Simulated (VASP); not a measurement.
# Al (I4mm) in VASP: single point with PBE+D3(BJ)

Aim: the single point of Al with PBE+D3(BJ).

Everything below comes from runs of VASP 6.6.1. Logs are shortened: lines on timing, memory, paths and dates and some standing lists are left out, and cuts for length are marked.

**1. The cell of the first run**

It takes space group I4mm (No. 107, tetragonal). The conventional cell has a = 5.632 Å, b = 5.632 Å, c = 7.965 Å, α = 90.00°, β = 90.00°, γ = 90.00°. Within 3.7 Å of Al (site symmetry 4mm) lie 12 Al at 2.77 to 2.86 Å. Al (site symmetry m) has 12 Al at 2.77 to 2.86 Å within 3.7 Å. Within 3.7 Å of Al (site symmetry 2mm) lie 12 Al at 2.82 Å. Within 3.7 Å of Al (site symmetry 4mm) lie 12 Al at 2.82 Å.

**2. Single point, PBE+D3(BJ) (atom 1 (Al) moved -0.067 Å along Cartesian [0 1 0])**

INCAR

```
SYSTEM = Al
PREC = Accurate
ENCUT = 520
EDIFF = 1E-6
ISMEAR = 0
SIGMA = 0.15
LREAL = .FALSE.
LASPH = .TRUE.
NELM = 100
ALGO = Fast
ISIF = 2
LWAVE = .FALSE.
LCHARG = .FALSE.
GGA = PE
IVDW = 12
NBANDS = 22
```

KPOINTS

```
regular mesh
0
G
  14 14 14
  0 0 0
```

POSCAR

```
Al
1.0
   -3.9827256583      3.9827256583      0.0000000000
   -3.9827256583      0.0000000000      3.9827256583
    0.0000000000      3.9827256583      3.9827256583
Al
8
Direct
   -0.0083736624      0.0083736624     -0.0083736624
    0.5000000000      0.0000000000      0.0000000000
    0.0000000000      0.5000000000      0.0000000000
    0.0000000000      0.0000000000      0.5000000000
    0.5000000000      0.5000000000      0.0000000000
    0.5000000000      0.0000000000      0.5000000000
    0.0000000000      0.5000000000      0.5000000000
    0.5000000000      0.5000000000      0.5000000000
```

Potentials or basis: VASP PAW PBE potentials, release 64 (Al).

Launch:

```console
$ cat potpaw_PBE.64/Al/POTCAR > POTCAR
$ mpirun -np 1 vasp_std > vasp.out
```

OUTCAR:

```text
SYSTEM = Al
   PREC = Accurate
   ENCUT = 520
   EDIFF = 1E-6
   ISMEAR = 0
   LREAL = .FALSE.
   LASPH = .TRUE.
   NELM = 100
   ISIF = 2
   GGA = PE
   IVDW = 12
 IVDW          = 12

 ion  position               nearest neighbor table
   1  0.992  0.008  0.992-   2 2.77   4 2.77   5 2.77   7 2.77   6 2.82   6 2.82   3 2.82   3 2.82
                             5 2.86   4 2.86   7 2.86   2 2.86
   2  0.500  0.000  0.000-   1 2.77   5 2.82   6 2.82   4 2.82   6 2.82   8 2.82   3 2.82   5 2.82
                             8 2.82   3 2.82   4 2.82   1 2.86
   3  0.000  0.500  0.000-   5 2.82   7 2.82   4 2.82   7 2.82   8 2.82   2 2.82   4 2.82   2 2.82
                             5 2.82   8 2.82   1 2.82   1 2.82
   4  0.000  0.000  0.500-   1 2.77   6 2.82   7 2.82   2 2.82   3 2.82   3 2.82   7 2.82   8 2.82
                             2 2.82   6 2.82   8 2.82   1 2.86
   5  0.500  0.500  0.000-   1 2.77   2 2.82   3 2.82   8 2.82   6 2.82   7 2.82   8 2.82   2 2.82
                             6 2.82   3 2.82   7 2.82   1 2.86
   6  0.500  0.000  0.500-   2 2.82   4 2.82   8 2.82   2 2.82   5 2.82   5 2.82   7 2.82   8 2.82
                             4 2.82   7 2.82   1 2.82   1 2.82
   7  0.000  0.500  0.500-   1 2.77   3 2.82   4 2.82   8 2.82   3 2.82   5 2.82   4 2.82   6 2.82
                             5 2.82   6 2.82   8 2.82   1 2.86
   8  0.500  0.500  0.500-   5 2.82   6 2.82   7 2.82   2 2.82   3 2.82   5 2.82   2 2.82   4 2.82
                             6 2.82   3 2.82   4 2.82   7 2.82

  LATTYP: Found a face centered cubic cell.
 ALAT       =     7.9654513166

  Lattice vectors:

 A1 = (  -3.9827256583,   3.9827256583,   0.0000000000)
 A2 = (  -3.9827256583,   0.0000000000,   3.9827256583)
 A3 = (   0.0000000000,   3.9827256583,   3.9827256583)

Analysis of symmetry for initial positions (statically):
=====================================================================
 Subroutine PRICEL returns:
 Original cell was already a primitive cell.

 Routine SETGRP: Setting up the symmetry group for a
 face centered cubic supercell.

 Subroutine GETGRP returns: Found  8 space group operations
 (whereof  8 operations were pure point group operations)
 out of a pool of 48 trial point group operations.

The static configuration has the point symmetry C_4v.

Analysis of symmetry for dynamics (positions and initial velocities):
=====================================================================
 Subroutine PRICEL returns:
 Original cell was already a primitive cell.

 Routine SETGRP: Setting up the symmetry group for a
 face centered cubic supercell.

 Subroutine GETGRP returns: Found  8 space group operations
[... 126 lines left out ...]
   NELECT =      24.0000    total number of electrons
   NUPDOWN=      -1.0000    fix difference up-down
   EMIN   =  10.00;   EMAX   =-10.00  energy-range for DOS
   EFERMI =   0.00;   METHOD = LEGACY
   ISMEAR =     0;   SIGMA  =   0.15  broadening in eV -4-tet -1-fermi 0-gaus
   EFERMI_NEDOS =   21; number of points for ismear=-14 and -15
   IALGO  =     68    algorithm
   IMIX   =      4    mixing-type and parameters
     AMIX     =   0.40;   BMIX     =  1.00
     AMIX_MAG =   1.60;   BMIX_MAG =  1.00
  volume/ion in A,a.u.               =      15.79       106.58
  Fermi-wavevector in a.u.,A,eV,Ry     =   0.941069  1.778363 12.049470  0.885611
  Thomas-Fermi vector in A             =   2.068543
   LORBIT       =      0    0 simple, 1 ext, 2 COOP (PROOUT), +10 PAW based schemes
   GGA     = PE    functional components
   LHFCALC =     F    Hartree Fock is set to
   AEXX    =    0.0000 exact exchange contribution
   IVDW    =    12    specifies the selected vdW correction
   LEPSILON=     F    determine dielectric tensor
   LRPA    =     F    only Hartree local field effects (RPA)
 non-spin polarized calculation
 RMM-DIIS sequential band-by-band and
 Gauss-broadening in eV      SIGMA  =   0.15
  energy-cutoff  :      520.00
  volume of cell :      126.35
 maximum number of plane-waves:      3479
 NGX is ok and might be reduce to    42
   NGX = 21   NGY = 21   NGZ = 21

 number of electron      24.0000000 magnetization

 Free energy of the ion-electron system (eV)
  ---------------------------------------------------
  ext. energy  EPLUGINS =         0.00000000
  ---------------------------------------------------
  free energy    TOTEN  =       -29.90885108 eV

  energy without entropy =      -29.87101986  energy(sigma->0) =      -29.88993547

 E-fermi :   8.4686     XC(G=0): -10.3557

 val. band max:        8.4683739746   @ k =   0.4286   0.0000   0.0000
 cond. band min:       8.4724228629   @ k =   0.2143   0.0000  -0.2143
 fundamental gap:      0.0040488883
 Fermi energy:         8.4685726424

 k-point     1 :       0.0000    0.0000    0.0000
  band No.  band energies     occupation
      1      -2.9773      2.00000
      2       3.6762      2.00000
      3       3.6901      2.00000
      4       3.6901      2.00000
      5       3.6933      2.00000
      6       4.0257      2.00000
[... 589 lines left out ...]
     21      12.9327      0.00000
     22      13.7802      0.00000

 [... further k-points ...]

------------------------ aborting loop because EDIFF is reached ----------------------------------------

 Edisp (eV)   -2.81591

 E8    (eV) :    -1.2600

  FORCE on cell =-STRESS in cart. coord.  units (eV):
  Direction    XX          YY          ZZ          XY          YZ          ZX
  --------------------------------------------------------------------------------------
  -------------------------------------------------------------------------------------
  Total      -0.00045     0.00933    -0.00045     0.00000    -0.00000     0.00000
  in kB      -0.00576     0.11833    -0.00576     0.00000    -0.00000     0.00000
  external pressure =        0.04 kB  Pullay stress =        0.00 kB

 VOLUME and BASIS-vectors are now :
 -----------------------------------------------------------------------------
  energy-cutoff  :      520.00
  volume of cell :      126.35
      direct lattice vectors                 reciprocal lattice vectors
    -3.982725658  3.982725658  0.000000000    -0.125542165  0.125542165 -0.125542165
    -3.982725658  0.000000000  3.982725658    -0.125542165 -0.125542165  0.125542165
     0.000000000  3.982725658  3.982725658     0.125542165  0.125542165  0.125542165

 POSITION                                       TOTAL-FORCE (eV/Angst)
 -----------------------------------------------------------------------------------
     -3.98273      7.89875      3.98273         0.000000      0.355143     -0.000000
     -1.99136      1.99136      0.00000         0.108170     -0.096348     -0.000000
     -1.99136      0.00000      1.99136        -0.000000      0.021745     -0.000000
      0.00000      1.99136      1.99136         0.000000     -0.096348     -0.108170
     -3.98273      1.99136      1.99136         0.000000     -0.096348      0.108170
     -1.99136      3.98273      1.99136         0.000000      0.021745     -0.000000
     -1.99136      1.99136      3.98273        -0.108170     -0.096348     -0.000000
     -3.98273      3.98273      3.98273         0.000000     -0.013240     -0.000000
 -----------------------------------------------------------------------------------
    total drift:                                0.000000      0.000002     -0.000000

  FREE ENERGIE OF THE ION-ELECTRON SYSTEM (eV)
  ---------------------------------------------------
  free  energy   TOTEN  =       -32.7247595353 eV

  energy  without entropy=      -32.6869283139  energy(sigma->0) =      -32.70584392
```

OSZICAR:

```text
N       E                     dE             d eps       ncg     rms          rms(c)
DAV:   1     0.231895741338E+02    0.23190E+02   -0.84368E+03 10736   0.862E+02
DAV:   2    -0.280678435133E+02   -0.51257E+02   -0.48885E+02 13244   0.118E+02
DAV:   3    -0.300799311249E+02   -0.20121E+01   -0.19773E+01 14018   0.190E+01
DAV:   4    -0.300981402782E+02   -0.18209E-01   -0.18194E-01 12604   0.213E+00
DAV:   5    -0.300983286102E+02   -0.18833E-03   -0.18833E-03 13326   0.244E-01    0.391E+00
RMM:   6    -0.299877912493E+02    0.11054E+00   -0.12978E-02 10772   0.550E-01    0.229E+00
RMM:   7    -0.299093339202E+02    0.78457E-01   -0.31047E-02 11282   0.871E-01    0.300E-01
RMM:   8    -0.299088704665E+02    0.46345E-03   -0.14362E-03 11791   0.227E-01    0.151E-01
RMM:   9    -0.299088532215E+02    0.17245E-04   -0.31699E-04 12344   0.989E-02    0.827E-03
RMM:  10    -0.299088531767E+02    0.44763E-07   -0.69871E-05 12563   0.549E-02    0.240E-02
RMM:  11    -0.299088543253E+02   -0.11486E-05   -0.18170E-05 12686   0.246E-02    0.141E-02
RMM:  12    -0.299088511869E+02    0.31384E-05   -0.50469E-06 11113   0.140E-02    0.284E-02
RMM:  13    -0.299088510809E+02    0.10602E-06   -0.16573E-06  7633   0.663E-03
   1 F= -.32724760E+02 E0= -.32705844E+02  d E =-.378312E-01
```

Wall time 4.6 min (1 thread of Intel Xeon 6975P-C (Granite Rapids), shared host); peak memory 0.59 GiB.

What came out:

```
Free energy                : -32.7248 eV
Pressure                   : 0.0 GPa
Largest force              : 0.355 eV/Å
Band gap on the k mesh     : zero (bands 12 and 13 overlap by 2.84 eV)
Dispersion energy per atom : -0.352 eV
```

Forces on the atoms (eV/Å):
```
Al   0.000  0.355  0.000
Al   0.108 -0.096  0.000
Al   0.000  0.022  0.000
Al   0.000 -0.096 -0.108
Al   0.000 -0.096  0.108
Al   0.000  0.022  0.000
Al  -0.108 -0.096  0.000
Al   0.000 -0.013  0.000
```

Caveat: the cell differs from its parent crystal (atom 1 (Al) moved -0.067 Å along Cartesian [0 1 0]).
